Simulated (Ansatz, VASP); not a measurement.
## BN in VASP and in Ansatz

File POSCAR:

```
BN
1.0
    0.0000000000      1.8048137558      1.8860303748
    1.8048137558      0.0000000000      1.8860303748
    1.8048137558      1.8048137558      0.0000000000
B N
1 1
Direct
    0.0000000000      0.0000000000      0.0000000000
    0.7500000000      0.7500000000      0.7500000000
```

The input INCAR.step1:

```
PREC     = Accurate       # precision mode
ENCUT    = 520            # plane-wave cutoff, eV
ISMEAR   = 0              # smearing method
SIGMA    = 0.05           # smearing width, eV
LREAL    = False          # projectors in reciprocal space
LASPH    = True           # aspherical terms in the spheres
NELM     = 80             # most SCF steps
NBANDS   = 11             # bands
GGA      = PE             # functional
ALGO     = Normal         # electronic algorithm
EDIFF    = 1E-4           # SCF threshold, eV
LWAVE    = True           # write WAVECAR
LCHARG   = False          # write CHGCAR
```

INCAR.step2

```
PREC     = Accurate       # precision mode
ENCUT    = 520            # plane-wave cutoff, eV
EDIFF    = 1E-7           # SCF threshold, eV
ISMEAR   = 0              # smearing method
SIGMA    = 0.05           # smearing width, eV
LREAL    = False          # projectors in reciprocal space
LASPH    = True           # aspherical terms in the spheres
NELM     = 80             # most SCF steps
ALGO     = Normal         # electronic algorithm
ISIF     = 2              # what is computed and relaxed
LWAVE    = False          # write WAVECAR
LCHARG   = False          # write CHGCAR
METAGGA  = R2SCAN         # meta-GGA
LMIXTAU  = True         
NBANDS   = 11             # bands
ISTART   = 1
```

Contents of KPOINTS:

```
regular mesh
0
Gamma
  12 12 12
```

Input for Ansatz:

```yaml
crystal:
  lattice:
    - [0.0, 1.8048137558, 1.8860303748]
    - [1.8048137558, 0.0, 1.8860303748]
    - [1.8048137558, 1.8048137558, 0.0]
  atoms:
    - { symbol: B, position: [0.0, 0.0, 0.0] }
    - { symbol: "N", position: [0.75, 0.75, 0.75] }
basis:
  ecutwfc: 500
kpoints:
  mp_grid: { grid: [12, 12, 12] }
hamiltonian:
  xc: r2scan
scf:
  occupations: { method: gaussian, width: 0.05 }
output:
  forces: true
  stress: true
  eigenvalues: true
```

Change from the starting cell: strain +0.0450 x Voigt [0, 0, 1, 0, 0, 0], atoms carried along.

Alike in both runs: task single point; functional r2SCAN; k mesh 12 × 12 × 12; occupations gaussian, width 0.05 eV; no spin polarisation.

|  | VASP | Ansatz |
| --- | --- | --- |
| version | VASP 6.6.1 | Ansatz 0.2.0 |
| potentials or method | VASP PAW PBE potentials, release 64 (B, N), cutoff 520 eV | scalar-relativistic, plane waves, PAW |
| valence electrons in the cell | 8 | 8 |

VASP gave:

- gap on the k mesh at the Fermi level (eV): 4.53
- least direct gap on the mesh (eV): 9.09
- pressure (GPa): -14.9
- traceless stress, the component that is largest in VASP (GPa): -19.28

Problem. Which values does Ansatz return?

Solution. gap on the k mesh at the Fermi level (eV): 4.55; least direct gap on the mesh (eV): 9.12; pressure (GPa): -15.9; traceless stress, the component that is largest in VASP (GPa): -19.33.

VASP's potentials were made for PBE, not for r2SCAN. With one functional, cell and mesh, what is left measures potentials, basis and numerics.
